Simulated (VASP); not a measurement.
PbS:

```
Pb S
1.0
     0.00000    2.94585    2.94585
     2.94585    0.00000    2.94585
     2.94585    2.94585    0.00000
Pb S
1 1
Direct
  0.00000 0.00000 0.00000
  0.50000 0.50000 0.50000
```

Program: VASP 6.6.1. Alike in all runs: task single point; potentials or basis VASP PAW PBE potentials, release 64 (Pb_d, S); cell as given; cutoff (eV) 520.

Order these runs on this cell by their pressure, lowest first.
A. level HF; spin off; k mesh 4 × 4 × 4; smearing fermi-dirac 0.05 eV; grid for exact exchange (PRECFOCK) Normal; share of exact exchange 1
B. level RPBE; spin off; k mesh 8 × 8 × 8; smearing fermi-dirac 0.05 eV
C. level PBE; spin collinear; k mesh 8 × 8 × 8; smearing gaussian 0.02 eV
D. level revPBE+D3(BJ); spin off; k mesh 8 × 8 × 8; smearing fermi-dirac 0.05 eV

D (0.7 GPa), C (3.5 GPa), B (5.5 GPa), A (9.2 GPa).

Caveats: some runs use coarse meshes; the PAW data sets were made with another functional, which shifts forces and pressure a little (at least some runs); the cell stands under pressure (at least some runs).
